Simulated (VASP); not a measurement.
Crystal: MoSe3.

```
Mo Se
1.0
     6.85658    0.00000    0.00000
    -3.42829    5.93797    0.00000
     0.00000    0.00000    3.03353
Mo Se
1 3
Direct
  0.00000 0.00000 0.00000
  0.29491 0.00000 0.50000
  0.00000 0.29491 0.50000
  0.70509 0.70509 0.50000
```

- Program: VASP 6.6.1
- Task: relaxation of shape and atoms at fixed volume
- Functional: PBE
- Potentials or basis: VASP PAW PBE potentials, release 64 (Mo_sv, Se)
- Cutoff: 600 eV
- k mesh: 6 × 6 × 12
- Occupations: gaussian, width 0.1 eV
- Spin: no spin polarisation

At the start: pressure -1.8 GPa; volume 30.88 Å³/atom.

Task: Where does the relaxation end?

Result: Over 5 steps the energy falls by 4.3 meV/atom; space group P-62m (No. 189, to 0.1 Å) before and after.

Step by step:
| step | energy change (eV) | largest force (eV/Å) | pressure (GPa) | volume (Å³) |
| --- | --- | --- | --- | --- |
| 1 | 0.0000 | 0.3582 | -1.81 | 123.51 |
| 2 | -0.0147 | 0.1244 | -0.78 | 123.51 |
| 3 | -0.0170 | 0.0112 | -0.19 | 123.51 |
| 4 | -0.0170 | 0.0187 | -0.16 | 123.51 |
| 5 | -0.0171 | 0.0007 | -0.14 | 123.51 |

Final structure:
```yaml
crystal:
  lattice:
    - [6.88738, 0.00000, 0.00000]
    - [-3.44369, 5.96465, 0.00000]
    - [0.00000, 0.00000, 3.00645]
  atoms:
    - { symbol: Mo, position: [0.00000, 0.00000, 0.00000] }
    - { symbol: Se, position: [0.29101, 0.00000, 0.50000] }
    - { symbol: Se, position: [0.00000, 0.29101, 0.50000] }
    - { symbol: Se, position: [0.70899, 0.70899, 0.50000] }
```

Where two steps share one volume, the run began anew on that cell with a basis built for it.
